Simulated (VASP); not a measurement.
**Sr: single point with LDA**

Sr:

```xyz
1
Lattice="0.0000 2.9783 2.9783 2.9783 0.0000 2.9783 2.9783 2.9783 0.0000" Properties=species:S:1:pos:R:3 pbc="T T T"
Sr    0.0000    0.0000    0.0000
```

- Program: VASP 6.6.1
- Task: single point
- Functional: LDA
- Potentials or basis: VASP PAW LDA potentials, release 64 (Sr_sv)
- Cutoff: 520 eV
- k mesh: 15 × 15 × 15
- Occupations: fermi-dirac, width 0.1 eV
- Spin: no spin polarisation

```yaml
Pressure: -1.0 GPa
```

Levels at points of the mesh, in eV from the Fermi level:
```
           k point  band 3  band 4  band 5  band 6  band 7  band 8
(0.00, 0.00, 0.00)  -18.35  -18.35   -3.71    2.29    2.29    2.29
```

Wall time 29 s on 1 thread of Intel(R) Xeon(R) Platinum 8488C (Sapphire Rapids), with other jobs on the host, peak memory 0.2 GiB.
